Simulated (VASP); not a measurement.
Crystal: LiCl.

```
CELL_PARAMETERS angstrom
0.00000 2.55604 2.55604
2.55604 0.00000 2.55604
2.55604 2.55604 0.00000
ATOMIC_POSITIONS crystal
Li 0.00000 0.00000 0.00000
Cl 0.50000 0.50000 0.50000
```

Base run:

* Program: VASP 6.6.1
* Functional: PBEsol
* Potentials or basis: VASP PAW PBE potentials, release 64 (Li_sv, Cl)
* Cutoff: 520 eV
* k mesh: 6 × 6 × 6
* Occupations: gaussian, width 0.01 eV
* Spin: no spin polarisation

Its results: band gap on the k mesh 6.19 eV.

**Question.** The run is repeated on the same cell with these changes: functional from PBEsol to HSE06; k mesh from 6 × 6 × 6 to 4 × 4 × 4. What comes out?

**Answer.** Band gap on the k mesh 7.80 eV.

Several settings changed at once.

Caveats: some runs use coarse meshes.

A k mesh can miss the band edges.
